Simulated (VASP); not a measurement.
Here is a VASP 6.6.1 calculation.

File INCAR:

```
SYSTEM = Ge
PREC = Accurate
ENCUT = 520
EDIFF = 1E-7
ISMEAR = 0
SIGMA = 0.1
LREAL = .False.
LASPH = .True.
NELM = 100
ALGO = Normal
ISIF = 2
LWAVE = .False.
LCHARG = .False.
LDIPOL = .True.
IDIPOL = 3
DIPOL = 0.5 0.5 0.387
GGA = PE
IVDW = 12
NBANDS = 36
```

The input KPOINTS:

```
regular mesh
0
Gamma
  9 9 1
  0 0 0
```

The input POSCAR:

```
Ge
1.0
    4.0226895355      0.0000000000      0.0000000000
   -2.0113447678      3.4837513293      0.0000000000
    0.0000000000      0.0000000000     18.8685220287
Ge
4
Direct
    0.3333333333      0.6666666667      0.2747571329
    0.6666666667      0.3333333333      0.2384924475
    0.2222222222      1.1111111111      0.5362646853
    0.5555555556      0.7777777778      0.5000000000
```

Potentials or basis: VASP PAW PBE potentials, release 64 (Ge_d).

Run with:

```console
$ cat potpaw_PBE.64/Ge_d/POTCAR > POTCAR
$ mpirun -np 1 vasp_std > vasp.out
```

Question: Predict the dispersion energy per atom.

Answer: -0.190 eV.

Question: Predict the largest force.

Answer: 0.147 eV/Å.

Question: Predict the band gap on the k mesh.

Answer: 0.08 eV.

Forces on the atoms (eV/Å):
```
Ge   0.018  0.011  0.146
Ge   0.000  0.000  0.026
Ge   0.000  0.000 -0.026
Ge  -0.018 -0.011 -0.146
```

Caveat: the cell differs from its parent crystal (layers slid over each other).
